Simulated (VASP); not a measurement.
# SrSiSb (P4/nmm) in VASP: single point with PBE

Aim: the single point of SrSiSb with PBE.

All numbers are computed with VASP 6.6.1; they aren't measurements. Logs are shortened: lines on timing, memory, paths and dates and some standing lists are left out, and cuts for length are marked.

## 1. The cell of the first run

The structure is tetragonal, space group P4/nmm (No. 129). Conventional cell: a = 4.291 Å, b = 4.291 Å, c = 8.295 Å, α = 90.00°, β = 90.00°, γ = 90.00°. Sr (site symmetry 4mm) has 4 Si at 2.71 Å and 4 Sb at 3.15 Å within 3.6 Å. Within 3.6 Å of Si (site symmetry -4m2) lie 4 Sr at 2.71 Å and 4 Si at 3.03 Å and 4 Sb at 3.29 Å. Sb (site symmetry 4mm) has 6 Sr at 3.15 to 4.15 Å and 4 Si at 3.29 Å and 4 Sb at 4.29 Å within 4.3 Å.

## 2. Single point, PBE

INCAR reads:

```
  ALGO = Normal
  EDIFF = 1E-6
  ENCUT = 520
  GGA = PE
  ISIF = 2
  ISMEAR = 1
  LASPH = T
  LCHARG = T
  LELF = T
  LREAL = F
  LVHAR = T
  LWAVE = F
  NBANDS = 28
  NELM = 80
  PREC = Accurate
  SIGMA = 0.0693
```

KPOINTS reads:

```
k-points
0
Gamma
  4 4 2
```

POSCAR reads:

```
SrSiSb
1.0
    4.2906730000      0.0000000000      0.0000000000
    0.0000000000      4.2906730000      0.0000000000
    0.0000000000      0.0000000000      8.2947130000
Sr Si Sb
2 2 2
Direct
    0.0000000000      0.5000000000      0.2000000000
    0.5000000000      0.0000000000      0.8000000000
    0.0000000000      0.0000000000      0.0000000000
    0.5000000000      0.5000000000      0.0000000000
    0.0000000000      0.5000000000      0.7000000000
    0.5000000000      0.0000000000      0.3000000000
```

Potentials or basis: VASP PAW PBE potentials, release 64 (Sr_sv, Si, Sb).

Command:

```sh
> cat potpaw_PBE.64/Sr_sv/POTCAR potpaw_PBE.64/Si/POTCAR potpaw_PBE.64/Sb/POTCAR > POTCAR
> mpirun -np 1 vasp_std > vasp.out
```

OUTCAR:

```text
EDIFF = 1E-6
   ENCUT = 520
   GGA = PE
   ISIF = 2
   ISMEAR = 1
   LASPH = T
   LREAL = F
   NELM = 80
   PREC = Accurate

 ion  position               nearest neighbor table
   1  0.000  0.500  0.200-   3 2.71   4 2.71   3 2.71   4 2.71   6 3.15   6 3.15   6 3.15   6 3.15
                             5 4.15   5 4.15   2 4.50   2 4.50   2 4.50   2 4.50
   2  0.500  0.000  0.800-   3 2.71   4 2.71   4 2.71   3 2.71   5 3.15   5 3.15   5 3.15   5 3.15
                             6 4.15   6 4.15   1 4.50   1 4.50   1 4.50   1 4.50
   3  0.000  0.000  0.000-   1 2.71   2 2.71   1 2.71   2 2.71   4 3.03   4 3.03   4 3.03   4 3.03
                             5 3.29   6 3.29   6 3.29   5 3.29
   4  0.500  0.500  0.000-   1 2.71   2 2.71   2 2.71   1 2.71   3 3.03   3 3.03   3 3.03   3 3.03
                             5 3.29   6 3.29   5 3.29   6 3.29
   5  0.000  0.500  0.700-   2 3.15   2 3.15   2 3.15   2 3.15   3 3.29   4 3.29   4 3.29   3 3.29
                             1 4.15   1 4.15
   6  0.500  0.000  0.300-   1 3.15   1 3.15   1 3.15   1 3.15   4 3.29   4 3.29   3 3.29   3 3.29
                             2 4.15   2 4.15

  LATTYP: Found a simple tetragonal cell.
 ALAT       =     4.2906730000
 C/A-ratio  =     1.9331962608

  Lattice vectors:

 A1 = (   4.2906730000,   0.0000000000,   0.0000000000)
 A2 = (   0.0000000000,   4.2906730000,   0.0000000000)
 A3 = (   0.0000000000,   0.0000000000,   8.2947130000)

Analysis of symmetry for initial positions (statically):
=====================================================================
 Subroutine PRICEL returns:
 Original cell was already a primitive cell.

 Routine SETGRP: Setting up the symmetry group for a
 simple tetragonal supercell.

 Subroutine GETGRP returns: Found 16 space group operations
 (whereof  8 operations were pure point group operations)
 out of a pool of 16 trial point group operations.

The static configuration has the point symmetry D_2d.
 The point group associated with its full space group is D_4h.

Analysis of symmetry for dynamics (positions and initial velocities):
=====================================================================
 Subroutine PRICEL returns:
 Original cell was already a primitive cell.

 Routine SETGRP: Setting up the symmetry group for a
 simple tetragonal supercell.

 Subroutine GETGRP returns: Found 16 space group operations
 (whereof  8 operations were pure point group operations)
 out of a pool of 16 trial point group operations.

The dynamic configuration has the point symmetry D_2d.
 The point group associated with its full space group is D_4h.

 Subroutine INISYM returns: Found 16 space group operations
 (whereof  8 operations are pure point group operations),
 and found     1 'primitive' translations

----------------------------------------------------------------------------------------

                                     Primitive cell

  volume of cell :     152.7046

  direct lattice vectors                    reciprocal lattice vectors
     4.290673000  0.000000000  0.000000000     0.233063671  0.000000000  0.000000000
     0.000000000  4.290673000  0.000000000     0.000000000  0.233063671  0.000000000
     0.000000000  0.000000000  8.294713000     0.000000000  0.000000000  0.120558722

  length of vectors
     4.290673000  4.290673000  8.294713000     0.233063671  0.233063671  0.120558722

  position of ions in fractional coordinates (direct lattice)
     0.000000000  0.500000000  0.200000000
     0.500000000  0.000000000  0.800000000
     0.000000000  0.000000000  0.000000000
     0.500000000  0.500000000  0.000000000
     0.000000000  0.500000000  0.700000000
     0.500000000  0.000000000  0.300000000

  ion indices of the primitive-cell ions
   primitive index   ion index
                 1           1
                 2           2
                 3           3
                 4           4
                 5           5
                 6           6

----------------------------------------------------------------------------------------

 KPOINTS: k-points

Automatic generation of k-mesh.
 Grid dimensions read from file:
 generate k-points for:    4    4    2

 Generating k-lattice:

  Cartesian coordinates                     Fractional coordinates (reciprocal lattice)
     0.058265918  0.000000000  0.000000000     0.250000000  0.000000000  0.000000000
     0.000000000  0.058265918  0.000000000     0.000000000  0.250000000  0.000000000
     0.000000000  0.000000000  0.060279361     0.000000000  0.000000000  0.500000000

  Length of vectors
     0.058265918  0.058265918  0.060279361

  Shift w.r.t. Gamma in fractional coordinates (k-lattice)
     0.000000000  0.000000000  0.000000000

 Subroutine IBZKPT returns following result:
 ===========================================

 Found     12 irreducible k-points:

 Following reciprocal coordinates:
            Coordinates               Weight
  0.000000  0.000000  0.000000      1.000000
  0.250000  0.000000  0.000000      4.000000
  0.500000  0.000000  0.000000      2.000000
  0.250000  0.250000  0.000000      4.000000
  0.500000  0.250000  0.000000      4.000000
  0.500000  0.500000  0.000000      1.000000
  0.000000  0.000000  0.500000      1.000000
  0.250000  0.000000  0.500000      4.000000
  0.500000  0.000000  0.500000      2.000000
  0.250000  0.250000  0.500000      4.000000
  0.500000  0.250000  0.500000      4.000000
  0.500000  0.500000  0.500000      1.000000
   k-points           NKPTS =     12   k-points in BZ     NKDIM =     12   number of bands    NBANDS=     28
   number of dos      NEDOS =    301   number of ions     NIONS =      6
   total plane-waves  NPLWV =  65536
   dimension x,y,z NGX =    32 NGY =   32 NGZ =   64
   dimension x,y,z NGXF=    64 NGYF=   64 NGZF=  128
   ions per type =               2   2   2
   NGX,Y,Z   is equivalent  to a cutoff of  12.40, 12.40, 12.83 a.u.
   NGXF,Y,Z  is equivalent  to a cutoff of  24.80, 24.80, 25.65 a.u.
 SYSTEM =  unknown system
   PREC   = accura    normal or accurate (medium, high low for compatibility)
   ISTART =      0    job   : 0-new  1-cont  2-samecut
   ICHARG =      2    charge: 1-file 2-atom 10-const
   ISPIN  =      1    spin polarized calculation?
   LNONCOLLINEAR =      F non collinear calculations
   LSORBIT =      F    spin-orbit coupling
   LASPH  =      T    aspherical Exc in radial PAW
   ENCUT  =  520.0 eV  38.22 Ry    6.18 a.u.   7.98  7.98 15.42*2*pi/ulx,y,z
   NELM   =     80;   NELMIN=  2; NELMDL= -5     # of ELM steps
   EDIFF  = 0.1E-05   stopping-criterion for ELM
   LREAL  =      F    real-space projection
   EDIFFG = 0.1E-04   stopping-criterion for IOM
   NSW    =      0    number of steps for IOM
   IBRION =     -1    ionic relax: 0-MD 1-quasi-New 2-CG
   NFREE  =      0    steps in history (QN), initial steepest desc. (CG)
   ISIF   =      2    stress and relaxation
   ISYM   =      2    0-nonsym 1-usesym 2-fastsym
   POTIM  = 0.5000    time-step for ionic-motion
   TEBEG  =    0.0;   TEEND  =   0.0 temperature during run
   PSTRESS=    0.0 pullay stress
   NELECT =      38.0000    total number of electrons
   NUPDOWN=      -1.0000    fix difference up-down
   EMIN   =  10.00;   EMAX   =-10.00  energy-range for DOS
   EFERMI =   0.00;   METHOD = LEGACY
   ISMEAR =     1;   SIGMA  =   0.07  broadening in eV -4-tet -1-fermi 0-gaus
   EFERMI_NEDOS =   21; number of points for ismear=-14 and -15
   IALGO  =     38    algorithm
   IMIX   =      4    mixing-type and parameters
     AMIX     =   0.40;   BMIX     =  1.00
     AMIX_MAG =   1.60;   BMIX_MAG =  1.00
  volume/ion in A,a.u.               =      25.45       171.75
  Fermi-wavevector in a.u.,A,eV,Ry     =   1.029719  1.945886 14.426540  1.060321
  Thomas-Fermi vector in A             =   2.163781
   LORBIT       =      0    0 simple, 1 ext, 2 COOP (PROOUT), +10 PAW based schemes
   GGA     = PE    functional components
   LHFCALC =     F    Hartree Fock is set to
   AEXX    =    0.0000 exact exchange contribution
   IVDW    =     0    specifies the selected vdW correction
   LEPSILON=     F    determine dielectric tensor
   LRPA    =     F    only Hartree local field effects (RPA)
 non-spin polarized calculation
 Methfessel and Paxton  Order N= 1 SIGMA  =   0.07
  energy-cutoff  :      520.00
  volume of cell :      152.70
 maximum number of plane-waves:      4144
 NGX is ok and might be reduce to    32
   NGX = 15   NGY = 15   NGZ = 31

 number of electron      38.0000000 magnetization

 Free energy of the ion-electron system (eV)
  ---------------------------------------------------
  ext. energy  EPLUGINS =         0.00000000
  ---------------------------------------------------
  free energy    TOTEN  =       -19.25878275 eV

  energy without entropy =      -19.25957471  energy(sigma->0) =      -19.25904673

 E-fermi :   5.5003     XC(G=0):  -9.6448

 val. band max:        5.4956482202   @ k =   0.5000   0.5000   0.0000
 cond. band min:       5.5419802070   @ k =   0.0000   0.0000   0.0000
 fundamental gap:      0.0463319868
 Fermi energy:         5.5003416109

 k-point     1 :       0.0000    0.0000    0.0000
  band No.  band energies     occupation
      1     -28.9585      2.00000
      2     -28.9461      2.00000
      3     -11.5355      2.00000
      4     -11.2599      2.00000
      5     -11.2599      2.00000
      6     -11.2505      2.00000
[... 20 lines left out ...]
     27       9.1808      0.00000
     28       9.4149      0.00000

 k-point     2 :       0.2500    0.0000    0.0000
  band No.  band energies     occupation
      1     -28.9524      2.00000
      2     -28.9437      2.00000
      3     -11.5247      2.00000
      4     -11.4222      2.00000
      5     -11.3073      2.00000
      6     -11.2480      2.00000
[... 20 lines left out ...]
     27       9.6216      0.00000
     28      10.2709      0.00000

 k-point     3 :       0.5000    0.0000    0.0000
  band No.  band energies     occupation
      1     -28.9438      2.00000
      2     -28.9438      2.00000
      3     -11.5735      2.00000
      4     -11.5735      2.00000
      5     -11.2984      2.00000
      6     -11.2984      2.00000
[... 20 lines left out ...]
     27       9.9556      0.00000
     28       9.9556      0.00000

 k-point     4 :       0.2500    0.2500    0.0000
  band No.  band energies     occupation
      1     -28.9469      2.00000
      2     -28.9407      2.00000
      3     -11.5081      2.00000
      4     -11.3934      2.00000
      5     -11.3657      2.00000
      6     -11.3032      2.00000
[... 20 lines left out ...]
     27      10.1909      0.00000
     28      10.6247      0.00000

 k-point     5 :       0.5000    0.2500    0.0000
  band No.  band energies     occupation
      1     -28.9395      2.00000
      2     -28.9395      2.00000
      3     -11.5317      2.00000
      4     -11.5317      2.00000
      5     -11.3058      2.00000
      6     -11.3058      2.00000
[... 20 lines left out ...]
     27      10.4562      0.00000
     28      10.4562      0.00000

 k-point     6 :       0.5000    0.5000    0.0000
  band No.  band energies     occupation
      1     -28.9353      2.00000
      2     -28.9353      2.00000
      3     -11.5242      2.00000
      4     -11.5242      2.00000
      5     -11.3672      2.00000
      6     -11.3672      2.00000
[... 20 lines left out ...]
     27      11.1711      0.00000
     28      11.1729      0.00000

 k-point     7 :       0.0000    0.0000    0.5000
  band No.  band energies     occupation
      1     -28.9583      2.00000
      2     -28.9463      2.00000
      3     -11.5275      2.00000
      4     -11.2610      2.00000
      5     -11.2590      2.00000
      6     -11.2590      2.00000
[... 20 lines left out ...]
     27       9.2305      0.00000
     28       9.3911      0.00000

 k-point     8 :       0.2500    0.0000    0.5000
  band No.  band energies     occupation
      1     -28.9523      2.00000
      2     -28.9438      2.00000
      3     -11.5249      2.00000
      4     -11.4261      2.00000
      5     -11.3011      2.00000
      6     -11.2509      2.00000
[... 20 lines left out ...]
     27       9.6963      0.00000
     28      10.4912      0.00000

 k-point     9 :       0.5000    0.0000    0.5000
  band No.  band energies     occupation
      1     -28.9438      2.00000
      2     -28.9438      2.00000
      3     -11.5783      2.00000
      4     -11.5783      2.00000
      5     -11.2932      2.00000
      6     -11.2932      2.00000
[... 20 lines left out ...]
     27       9.9838      0.00000
     28       9.9838      0.00000

 k-point    10 :       0.2500    0.2500    0.5000
  band No.  band energies     occupation
      1     -28.9468      2.00000
      2     -28.9408      2.00000
      3     -11.5103      2.00000
      4     -11.3921      2.00000
      5     -11.3718      2.00000
      6     -11.2954      2.00000
[... 20 lines left out ...]
     27      10.1868      0.00000
     28      10.2499      0.00000

 k-point    11 :       0.5000    0.2500    0.5000
  band No.  band energies     occupation
      1     -28.9395      2.00000
      2     -28.9395      2.00000
      3     -11.5338      2.00000
      4     -11.5338      2.00000
      5     -11.3068      2.00000
      6     -11.3068      2.00000
[... 20 lines left out ...]
     27      10.4767      0.00000
     28      10.4767      0.00000

 k-point    12 :       0.5000    0.5000    0.5000
  band No.  band energies     occupation
      1     -28.9353      2.00000
      2     -28.9353      2.00000
      3     -11.5224      2.00000
      4     -11.5224      2.00000
      5     -11.3691      2.00000
      6     -11.3691      2.00000
[... 20 lines left out ...]
     27      10.5882      0.00000
     28      10.5882      0.00000

------------------------ aborting loop because EDIFF is reached ----------------------------------------

  FORCE on cell =-STRESS in cart. coord.  units (eV):
  Direction    XX          YY          ZZ          XY          YZ          ZX
  --------------------------------------------------------------------------------------
  -------------------------------------------------------------------------------------
  Total       13.9616709     13.9616709      9.4120059      0.0000000      0.0000000     -0.0000000
  in kB      146.4858853    146.4858853     98.7507888      0.0000000      0.0000000     -0.0000000
  external PRESSURE =     130.5741865 kB  Pullay stress =       0.0000000 kB

 VOLUME and BASIS-vectors are now :
 -----------------------------------------------------------------------------
  energy-cutoff  :      520.00
  volume of cell :      152.70
      direct lattice vectors                 reciprocal lattice vectors
     4.290673000  0.000000000  0.000000000     0.233063671  0.000000000  0.000000000
     0.000000000  4.290673000  0.000000000     0.000000000  0.233063671  0.000000000
     0.000000000  0.000000000  8.294713000     0.000000000  0.000000000  0.120558722

 POSITION                                       TOTAL-FORCE (eV/Angst)
 -----------------------------------------------------------------------------------
      0.00000      2.14534      1.65894         0.000000      0.000000      3.394187
      2.14534      0.00000      6.63577         0.000000      0.000000     -3.394187
      0.00000      0.00000      0.00000         0.000000      0.000000      0.000000
      2.14534      2.14534      0.00000         0.000000     -0.000000      0.000000
      0.00000      2.14534      5.80630         0.000000     -0.000000     -0.631694
      2.14534      0.00000      2.48841        -0.000000      0.000000      0.631694
 -----------------------------------------------------------------------------------
    total drift:                                0.000000      0.000000      0.000000

  FREE ENERGIE OF THE ION-ELECTRON SYSTEM (eV)
  ---------------------------------------------------
  free  energy   TOTEN  =       -19.2587827465 eV

  energy  without entropy=      -19.2595747106  energy(sigma->0) =      -19.25904673
```

Run time: 34 s. Hardware: 1 thread of Intel Xeon Platinum 8488C (Sapphire Rapids), shared host; peak memory 0.26 GiB.

What came out:

* Free energy: -19.2588 eV
* Pressure: 13.1 GPa
* Largest force: 3.394 eV/Å
* Band gap on the k mesh: zero (bands 19 and 20 overlap by 0.73 eV)

Forces on the atoms (eV/Å):
```
Sr   0.000  0.000  3.394
Sr   0.000  0.000 -3.394
Si   0.000  0.000  0.000
Si   0.000  0.000  0.000
Sb   0.000  0.000 -0.632
Sb   0.000  0.000  0.632
```

Levels at points of the mesh, in eV from the Fermi level:
| k point | band 17 | band 18 | band 19 | band 20 | band 21 | band 22 |
| --- | --- | --- | --- | --- | --- | --- |
| (0.00, 0.00, 0.00) | -1.40 | -0.07 | -0.07 | 0.04 | 0.04 | 1.97 |
| (0.50, 0.00, 0.00) | -0.32 | -0.32 | 0.35 | 0.35 | 0.44 | 0.44 |
| (0.50, 0.50, 0.00) | -2.02 | -2.02 | 0.00 | 0.00 | 0.56 | 0.56 |
| (0.00, 0.00, 0.50) | -0.39 | -0.39 | 0.50 | 0.50 | 0.88 | 1.39 |
| (0.50, 0.00, 0.50) | -1.49 | -1.49 | 0.47 | 0.47 | 0.63 | 0.63 |
| (0.50, 0.50, 0.50) | -1.21 | -1.21 | -0.03 | -0.03 | 0.62 | 0.62 |

Caveat: the k points lie up to 0.38 Å⁻¹ apart, too coarse for converged energies and pressures of a metal; spin-orbit coupling is left out, which moves the levels of the heavy elements; forces of over 1 eV/Å act on the atoms, so gaps and moduli don't describe the material at rest.
